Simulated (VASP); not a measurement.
Write the native input for VASP 6.6.1 that does the following.

```yaml
Task: single point
Functional: PBE
Potentials_or_basis: VASP PAW PBE potentials, release 64 (N, Ga_d, P)
Cutoff: 520 eV
k_mesh: 6 × 6 × 4
Occupations: fermi-dirac, width 0.02 eV
Spin: no spin polarisation
Dipole_correction: no
Further_INCAR_settings: ALGO = Normal; EDIFF = 1e-06; NBANDS = 26
```

The structure of Ga2PN lies in POSCAR:

```
Ga2PN
1.0
    3.4936450208      0.0000000000      0.0000000000
    0.0000000000      3.4936450208      0.0000000000
    0.0000000000      0.0000000000      4.9166565064
N Ga P
1 2 1
Direct
    0.0000000000      0.0000000000      0.0000000000
    0.0000000000      0.5000000000      0.7919590277
    0.5000000000      0.0000000000      0.2080409723
    0.5000000000      0.5000000000      0.5000000000
```

One way to write it, as run:

INCAR

```
SYSTEM = Ga2PN
ALGO = Normal
EDIFF = 1E-6
ENCUT = 520
GGA = PE
ISIF = 2
ISMEAR = -1
LASPH = .TRUE.
LCHARG = .FALSE.
LREAL = .FALSE.
LWAVE = .FALSE.
NBANDS = 26
NELM = 80
PREC = Accurate
SIGMA = 0.02
```

KPOINTS

```
k-points
0
G
  6 6 4
  0 0 0
```

Potentials or basis: VASP PAW PBE potentials, release 64 (N, Ga_d, P).

The run is started by

```sh
$ cat potpaw_PBE.64/N/POTCAR potpaw_PBE.64/Ga_d/POTCAR potpaw_PBE.64/P/POTCAR > POTCAR
$ mpirun -np 1 vasp_std > vasp.out
```

It gave:

| Property | Result |
| --- | --- |
| Pressure | 7.7 GPa |
| Largest force | 0.129 eV/Å |
| Band gap on the k mesh | zero (filled and empty bands touch) |

Caveat: the cell stands under pressure; semilocal functionals underestimate gaps, so a narrow gap can read as zero.

Run time: 22 s on 1 thread of Intel(R) Xeon(R) 6975P-C (Granite Rapids), with other jobs on the host, peak memory 0.19 GiB.
